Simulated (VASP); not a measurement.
# CuI (I-4m2) in VASP: a series of runs

Aim: see how the results for CuI move with the level of theory and the settings. Levels: PBE, r2SCAN. Tasks: single point.

All numbers are computed with VASP 6.6.1; they aren't measurements. Logs are shortened: lines on timing, memory, paths and dates and some standing lists are left out, and cuts for length are marked.

**1. The cell of the first run**

It takes space group I-4m2 (No. 119, tetragonal). The conventional cell has a = 4.260 Å, b = 4.260 Å, c = 6.005 Å, α = 90.00°, β = 90.00°, γ = 90.00°. Within 3.4 Å of Cu (site symmetry -4m2) lie 4 I at 2.61 Å. I (site symmetry -4m2) has 4 Cu at 2.61 Å within 3.4 Å.

**2. Single point, PBE (uniaxial x strain -0.3%)**

File INCAR:

```
SYSTEM = CuI
PREC = Accurate
ENCUT = 520
EDIFF = 1E-6
ISMEAR = -1
SIGMA = 0.02
LREAL = .FALSE.
LASPH = .TRUE.
NELM = 80
ALGO = Normal
ISIF = 2
LWAVE = .FALSE.
LCHARG = .FALSE.
GGA = PE
NBANDS = 16
```

File KPOINTS:

```
Automatic mesh
0
G
  8 8 8
  0 0 0
```

File POSCAR:

```
CuI
1.0
    0.0000000000      3.0120291112      3.0120291112
    3.0026918210      0.0000000000      3.0120291112
    3.0026918210      3.0120291112      0.0000000000
Cu I
1 1
Direct
    0.0000000000      0.0000000000      0.0000000000
    0.2500000000      0.2500000000      0.2500000000
```

Potentials or basis: VASP PAW PBE potentials, release 64 (Cu, I).

Launch:

```sh
cat potpaw_PBE.64/Cu/POTCAR potpaw_PBE.64/I/POTCAR > POTCAR
mpirun -np 1 vasp_std > vasp.out
```

OUTCAR:

```text
SYSTEM = CuI
   PREC = Accurate
   ENCUT = 520
   EDIFF = 1E-6
   ISMEAR = -1
   LREAL = .FALSE.
   LASPH = .TRUE.
   NELM = 80
   ISIF = 2
   GGA = PE

 ion  position               nearest neighbor table
   1  0.000  0.000  0.000-   2 2.61   2 2.61   2 2.61   2 2.61
   2  0.250  0.250  0.250-   1 2.61   1 2.61   1 2.61   1 2.61

  LATTYP: Found a body centered tetragonal cell.
 ALAT       =     4.2596524193
 C/A-ratio  =     1.4098295004

  Lattice vectors:

 A1 = (  -3.0026918210,   0.0000000000,  -3.0120291112)
 A2 = (  -3.0026918210,   0.0000000000,   3.0120291112)
 A3 = (   3.0026918210,   3.0120291112,   0.0000000000)

Analysis of symmetry for initial positions (statically):
=====================================================================
 Subroutine PRICEL returns:
 Original cell was already a primitive cell.

 Routine SETGRP: Setting up the symmetry group for a
 body centered tetragonal supercell.

 Subroutine GETGRP returns: Found  8 space group operations
 (whereof  8 operations were pure point group operations)
 out of a pool of 16 trial point group operations.

The static configuration has the point symmetry D_2d.

Analysis of symmetry for dynamics (positions and initial velocities):
=====================================================================
 Subroutine PRICEL returns:
 Original cell was already a primitive cell.

 Routine SETGRP: Setting up the symmetry group for a
 body centered tetragonal supercell.

 Subroutine GETGRP returns: Found  8 space group operations
 (whereof  8 operations were pure point group operations)
 out of a pool of 16 trial point group operations.

The dynamic configuration has the point symmetry D_2d.

 Subroutine INISYM returns: Found  8 space group operations
 (whereof  8 operations are pure point group operations),
 and found     1 'primitive' translations

----------------------------------------------------------------------------------------

                                     Primitive cell

  volume of cell :      54.4828

  direct lattice vectors                    reciprocal lattice vectors
     0.000000000  3.012029111  3.012029111    -0.166517255  0.166001052  0.166001052
     3.002691821  0.000000000  3.012029111     0.166517255 -0.166001052  0.166001052
     3.002691821  3.012029111  0.000000000     0.166517255  0.166001052 -0.166001052

  length of vectors
     4.259652419  4.253055083  4.253055083     0.287820594  0.287820594  0.287820594

  position of ions in fractional coordinates (direct lattice)
     0.000000000  0.000000000  0.000000000
     0.250000000  0.250000000  0.250000000

  ion indices of the primitive-cell ions
   primitive index   ion index
                 1           1
                 2           2

----------------------------------------------------------------------------------------

 KPOINTS: Automatic mesh

Automatic generation of k-mesh.
 Grid dimensions read from file:
 generate k-points for:    8    8    8

 Generating k-lattice:

  Cartesian coordinates                     Fractional coordinates (reciprocal lattice)
    -0.020814657  0.020750131  0.020750131     0.125000000  0.000000000  0.000000000
     0.020814657 -0.020750131  0.020750131     0.000000000  0.125000000 -0.000000000
     0.020814657  0.020750131 -0.020750131     0.000000000 -0.000000000  0.125000000

  Length of vectors
     0.035977574  0.035977574  0.035977574

  Shift w.r.t. Gamma in fractional coordinates (k-lattice)
     0.000000000  0.000000000  0.000000000

 Subroutine IBZKPT returns following result:
 ===========================================

 Found     59 irreducible k-points:

 Following reciprocal coordinates:
            Coordinates               Weight
  0.000000  0.000000  0.000000      1.000000
  0.125000  0.000000  0.000000      8.000000
  0.250000  0.000000  0.000000      8.000000
  0.375000  0.000000  0.000000      8.000000
  0.500000  0.000000  0.000000      4.000000
  0.125000  0.125000  0.000000      4.000000
[... 16 lines left out ...]
  0.250000  0.125000  0.125000      4.000000
  0.375000  0.125000  0.125000      8.000000
 [... further k-points ...]
   k-points           NKPTS =     59   k-points in BZ     NKDIM =     59   number of bands    NBANDS=     16
   number of dos      NEDOS =    301   number of ions     NIONS =      2
   total plane-waves  NPLWV =  32768
   dimension x,y,z NGX =    32 NGY =   32 NGZ =   32
   dimension x,y,z NGXF=    64 NGYF=   64 NGZF=   64
   ions per type =               1   1
   NGX,Y,Z   is equivalent  to a cutoff of  12.49, 12.51, 12.51 a.u.
   NGXF,Y,Z  is equivalent  to a cutoff of  24.98, 25.02, 25.02 a.u.
 SYSTEM =  CuI
   PREC   = accura    normal or accurate (medium, high low for compatibility)
   ISTART =      0    job   : 0-new  1-cont  2-samecut
   ICHARG =      2    charge: 1-file 2-atom 10-const
   ISPIN  =      1    spin polarized calculation?
   LNONCOLLINEAR =      F non collinear calculations
   LSORBIT =      F    spin-orbit coupling
   LASPH  =      T    aspherical Exc in radial PAW
   ENCUT  =  520.0 eV  38.22 Ry    6.18 a.u.   7.92  7.91  7.91*2*pi/ulx,y,z
   NELM   =     80;   NELMIN=  2; NELMDL= -5     # of ELM steps
   EDIFF  = 0.1E-05   stopping-criterion for ELM
   LREAL  =      F    real-space projection
   EDIFFG = 0.1E-04   stopping-criterion for IOM
   NSW    =      0    number of steps for IOM
   IBRION =     -1    ionic relax: 0-MD 1-quasi-New 2-CG
   NFREE  =      0    steps in history (QN), initial steepest desc. (CG)
   ISIF   =      2    stress and relaxation
   ISYM   =      2    0-nonsym 1-usesym 2-fastsym
   POTIM  = 0.5000    time-step for ionic-motion
   TEBEG  =    0.0;   TEEND  =   0.0 temperature during run
   PSTRESS=    0.0 pullay stress
   NELECT =      18.0000    total number of electrons
   NUPDOWN=      -1.0000    fix difference up-down
   EMIN   =  10.00;   EMAX   =-10.00  energy-range for DOS
   EFERMI =   0.00;   METHOD = LEGACY
   ISMEAR =    -1;   SIGMA  =   0.02  broadening in eV -4-tet -1-fermi 0-gaus
   EFERMI_NEDOS =   21; number of points for ismear=-14 and -15
   IALGO  =     38    algorithm
   IMIX   =      4    mixing-type and parameters
     AMIX     =   0.40;   BMIX     =  1.00
     AMIX_MAG =   1.60;   BMIX_MAG =  1.00
  volume/ion in A,a.u.               =      27.24       183.83
  Fermi-wavevector in a.u.,A,eV,Ry     =   1.131738  2.138675 17.426768  1.280831
  Thomas-Fermi vector in A             =   2.268438
   LORBIT       =      0    0 simple, 1 ext, 2 COOP (PROOUT), +10 PAW based schemes
   GGA     = PE    functional components
   LHFCALC =     F    Hartree Fock is set to
   AEXX    =    0.0000 exact exchange contribution
   IVDW    =     0    specifies the selected vdW correction
   LEPSILON=     F    determine dielectric tensor
   LRPA    =     F    only Hartree local field effects (RPA)
 non-spin polarized calculation
  energy-cutoff  :      520.00
  volume of cell :       54.48
 maximum number of plane-waves:      1478
   NGX = 15   NGY = 15   NGZ = 15

 number of electron      18.0000016 magnetization

 Free energy of the ion-electron system (eV)
  ---------------------------------------------------
  ext. energy  EPLUGINS =         0.00000000
  ---------------------------------------------------
  free energy    TOTEN  =        -5.55538520 eV

  energy without entropy =       -5.55538520  energy(sigma->0) =       -5.55538520

 E-fermi :   5.0951     XC(G=0):  -9.0415

 val. band max:        4.6786148901   @ k =   0.0000   0.0000   0.0000
 cond. band min:       5.8790540407   @ k =   0.0000   0.0000   0.0000
 fundamental gap:      1.2004391506
 Fermi energy:         5.0951051056

 k-point     1 :       0.0000    0.0000    0.0000
  band No.  band energies     occupation
      1      -9.4541      2.00000
      2       0.9334      2.00000
      3       0.9334      2.00000
      4       0.9370      2.00000
      5       2.7292      2.00000
      6       2.7319      2.00000
[... 8 lines left out ...]
     15      14.2704      0.00000
     16      14.3155      0.00000

 k-point     2 :       0.1250    0.0000    0.0000
  band No.  band energies     occupation
      1      -9.3778      2.00000
      2       0.6381      2.00000
      3       0.9394      2.00000
      4       0.9430      2.00000
      5       2.7229      2.00000
      6       2.7253      2.00000
[... 8 lines left out ...]
     15      13.6272      0.00000
     16      13.6497      0.00000

 k-point     3 :       0.2500    0.0000    0.0000
  band No.  band energies     occupation
      1      -9.1818      2.00000
      2      -0.0717      2.00000
      3       0.9507      2.00000
      4       0.9570      2.00000
      5       2.7201      2.00000
      6       2.7216      2.00000
[... 8 lines left out ...]
     15      13.4175      0.00000
     16      13.6058      0.00000

 k-point     4 :       0.3750    0.0000    0.0000
  band No.  band energies     occupation
      1      -8.9658      2.00000
      2      -0.7630      2.00000
      3       0.9567      2.00000
      4       0.9659      2.00000
      5       2.7411      2.00000
      6       2.7413      2.00000
[... 8 lines left out ...]
     15      14.3457      0.00000
     16      14.3542      0.00000
[... 324 lines left out ...]
 k-point    22 :       0.0000    0.1250    0.1250
  band No.  band energies     occupation
      1      -9.3519      2.00000
      2       0.6034      2.00000
      3       0.9170      2.00000
      4       0.9170      2.00000
      5       2.6990      2.00000
      6       2.7425      2.00000
[... 8 lines left out ...]
     15      14.0885      0.00000
     16      14.4268      0.00000

 k-point    23 :       0.2500    0.1250    0.1250
  band No.  band energies     occupation
      1      -9.2614      2.00000
      2       0.2794      2.00000
      3       0.8660      2.00000
      4       0.9667      2.00000
      5       2.6960      2.00000
      6       2.7397      2.00000
[... 8 lines left out ...]
     15      13.6289      0.00000
     16      14.6733      0.00000

 k-point    24 :       0.3750    0.1250    0.1250
  band No.  band energies     occupation
      1      -9.0561      2.00000
      2      -0.3206      2.00000
      3       0.7679      2.00000
      4       0.9790      2.00000
      5       2.6902      2.00000
      6       2.7533      2.00000
[... 8 lines left out ...]
     15      14.2721      0.00000
     16      15.0859      0.00000

 [... further k-points ...]
[... 5 lines left out ...]
  --------------------------------------------------------------------------------------
  -------------------------------------------------------------------------------------
  Total        0.4461281      0.4280458      0.4280458      0.0000000      0.0000000      0.0000000
  in kB       13.1193117     12.5875666     12.5875666      0.0000000      0.0000000      0.0000000
  external PRESSURE =      12.7648150 kB  Pullay stress =       0.0000000 kB

 VOLUME and BASIS-vectors are now :
 -----------------------------------------------------------------------------
  energy-cutoff  :      520.00
  volume of cell :       54.48
      direct lattice vectors                 reciprocal lattice vectors
     0.000000000  3.012029111  3.012029111    -0.166517255  0.166001052  0.166001052
     3.002691821  0.000000000  3.012029111     0.166517255 -0.166001052  0.166001052
     3.002691821  3.012029111  0.000000000     0.166517255  0.166001052 -0.166001052

 POSITION                                       TOTAL-FORCE (eV/Angst)
 -----------------------------------------------------------------------------------
      0.00000      0.00000      0.00000        -0.000000      0.000000      0.000000
      1.50135      1.50601      1.50601         0.000000     -0.000000     -0.000000
 -----------------------------------------------------------------------------------
    total drift:                               -0.000001     -0.000001     -0.000001

  FREE ENERGIE OF THE ION-ELECTRON SYSTEM (eV)
  ---------------------------------------------------
  free  energy   TOTEN  =        -5.5553852007 eV

  energy  without entropy=       -5.5553852007  energy(sigma->0) =       -5.55538520
```

Run time: 30 s. Hardware: 1 thread of Intel Xeon Platinum 8375C at 2.90GHz (Ice Lake), shared host; peak memory 0.2 GiB.

What came out:

* Free energy: -5.5554 eV
* Pressure: 1.3 GPa
* Band gap on the k mesh: 1.20 eV, direct

Caveat: the cell differs from its parent crystal (uniaxial x strain -0.3%); spin-orbit coupling is left out, which moves the levels of the heavy elements.

**3. Single point, r2SCAN (uniaxial x strain -0.3%)**

POSCAR is that of step 2.

File INCAR.step1:

```
  ALGO = Normal
  EDIFF = 1E-4
  ENCUT = 520
  GGA = PE
  ISMEAR = 0
  LASPH = T
  LCHARG = F
  LREAL = F
  LWAVE = T
  NBANDS = 16
  NELM = 80
  PREC = Accurate
  SIGMA = 0.01
```

File INCAR.step2:

```
  ALGO = Normal
  EDIFF = 1E-6
  ENCUT = 520
  ISIF = 2
  ISMEAR = 0
  ISTART = 1
  LASPH = T
  LCHARG = F
  LMIXTAU = T
  LREAL = F
  LWAVE = F
  METAGGA = R2SCAN
  NBANDS = 16
  NELM = 80
  PREC = Accurate
  SIGMA = 0.01
```

File KPOINTS:

```
k-points
0
Gamma
  8 8 8
```

Potentials or basis: VASP PAW PBE potentials, release 64 (Cu, I).

Launch:

```sh
cat potpaw_PBE.64/Cu/POTCAR potpaw_PBE.64/I/POTCAR > POTCAR
cp INCAR.step1 INCAR
mpirun -np 1 vasp_std > vasp.out
cp INCAR.step2 INCAR
mpirun -np 1 vasp_std > vasp.out
```

OUTCAR:

```text
EDIFF = 1E-6
   ENCUT = 520
   ISIF = 2
   ISMEAR = 0
   ISTART = 1
   LASPH = T
   LREAL = F
   METAGGA = R2SCAN
   NELM = 80
   PREC = Accurate

 ion  position               nearest neighbor table
   1  0.000  0.000  0.000-   2 2.61   2 2.61   2 2.61   2 2.61
   2  0.250  0.250  0.250-   1 2.61   1 2.61   1 2.61   1 2.61

  LATTYP: Found a body centered tetragonal cell.
 ALAT       =     4.2596524193
 C/A-ratio  =     1.4098295004

  Lattice vectors:

 A1 = (  -3.0026918210,   0.0000000000,  -3.0120291112)
 A2 = (  -3.0026918210,   0.0000000000,   3.0120291112)
[... 625 lines left out ...]
      4       0.6429      2.00000
      5       2.5329      2.00000
      6       2.5982      2.00000
[... 8 lines left out ...]
     15      14.6044      0.00000
     16      15.4085      0.00000

 [... further k-points ...]
[... 5 lines left out ...]
  --------------------------------------------------------------------------------------
  -------------------------------------------------------------------------------------
  Total        0.0360871      0.0175824      0.0175824      0.0000000      0.0000000      0.0000000
  in kB        1.0612155      0.5170466      0.5170466      0.0000000      0.0000000      0.0000000
  external PRESSURE =       0.6984362 kB  Pullay stress =       0.0000000 kB

 VOLUME and BASIS-vectors are now :
 -----------------------------------------------------------------------------
  energy-cutoff  :      520.00
  volume of cell :       54.48
      direct lattice vectors                 reciprocal lattice vectors
     0.000000000  3.012029111  3.012029111    -0.166517255  0.166001052  0.166001052
     3.002691821  0.000000000  3.012029111     0.166517255 -0.166001052  0.166001052
     3.002691821  3.012029111  0.000000000     0.166517255  0.166001052 -0.166001052

 POSITION                                       TOTAL-FORCE (eV/Angst)
 -----------------------------------------------------------------------------------
      0.00000      0.00000      0.00000         0.000000     -0.000000     -0.000000
      1.50135      1.50601      1.50601         0.000000      0.000000      0.000000
 -----------------------------------------------------------------------------------
    total drift:                                0.000009      0.000011      0.000011

  FREE ENERGIE OF THE ION-ELECTRON SYSTEM (eV)
  ---------------------------------------------------
  free  energy   TOTEN  =       -35.7954062323 eV

  energy  without entropy=      -35.7954062323  energy(sigma->0) =      -35.79540623
```

Wall time 87 s (1 thread of Intel Xeon Platinum 8375C at 2.90GHz (Ice Lake), shared host); peak memory 0.22 GiB.

Results:

```
Free energy            : -35.7954 eV
Pressure               : 0.1 GPa
Band gap on the k mesh : 1.68 eV, direct
```

Levels at points of the mesh, in eV from the valence-band top:
```tsv
k point	band 7	band 8	band 9	band 10	band 11	band 12
(0.00, 0.00, 0.00)	-0.01	-0.01	0.00	1.68	5.21	5.21
(0.50, 0.00, 0.00)	-1.87	-0.75	-0.75	2.56	5.71	5.74
(0.50, 0.50, 0.00)	-1.84	-1.58	-1.58	2.90	3.17	9.95
(0.00, 0.50, 0.50)	-1.84	-1.58	-1.58	2.88	3.15	9.98
```

Caveat: the cell differs from its parent crystal (uniaxial x strain -0.3%); the PAW data sets were made with another functional, which shifts forces and pressure a little; spin-orbit coupling is left out, which moves the levels of the heavy elements.
